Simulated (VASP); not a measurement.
Crystal: Ru.

```
Ru
1.0
     4.24692    0.00000    0.00000
    -2.12346    3.67794    0.00000
     0.00000    0.00000    2.60336
Ru
3
Cartesian
  0.0000 0.0000 0.0000
  0.0000 2.4520 1.3017
  2.1235 1.2260 1.3017
```

This isn't the form of Ru at room conditions, which is hcp.

```yaml
Program: VASP 6.6.1
Task: relaxation of cell and atoms
Functional: r2SCAN
Potentials_or_basis: VASP PAW PBE potentials, release 64 (Ru_pv)
Cutoff: 600 eV
k_mesh: 9 × 9 × 12
Occupations: fermi-dirac, width 0.1 eV
Spin: no spin polarisation
```

At the start: pressure 7.9 GPa; volume 13.55 Å³/atom.

How do energy, volume and symmetry change on relaxing?

Over 9 steps the energy falls by 15.6 meV/atom and the volume is 13.89 Å³/atom (+2.5 %); space group P6/mmm (No. 191, to 0.1 Å) before and after.

Step by step:
```csv
step,energy change (eV),largest force (eV/Å),pressure (GPa),volume (Å³)
1,0.0000,0.0000,7.87,40.66
2,0.1440,0.0000,-18.20,44.68
3,-0.0408,0.0000,-1.88,41.90
4,-0.0408,0.0000,-1.62,41.86
5,-0.0406,0.0000,1.99,41.47
6,-0.0467,0.0000,0.09,41.67
7,-0.0466,0.0000,0.12,41.66
8,-0.0467,0.0000,-0.26,41.71
9,-0.0467,0.0000,0.00,41.68
```

Final structure:
```cif
data_structure
_symmetry_space_group_name_H-M 'P 1'
_symmetry_Int_Tables_number 1
_cell_length_a 4.2466
_cell_length_b 4.2466
_cell_length_c 2.6687
_cell_angle_alpha 90.000
_cell_angle_beta 90.000
_cell_angle_gamma 120.000
_cell_volume 41.68
loop_
_atom_site_label
_atom_site_type_symbol
_atom_site_fract_x
_atom_site_fract_y
_atom_site_fract_z
_atom_site_occupancy
Ru1 Ru 0.00000 0.00000 0.00000 1
Ru2 Ru 0.33333 0.66667 0.50000 1
Ru3 Ru 0.66667 0.33333 0.50000 1
```

Caveat: the PAW data sets were made with another functional, which shifts forces and pressure a little.
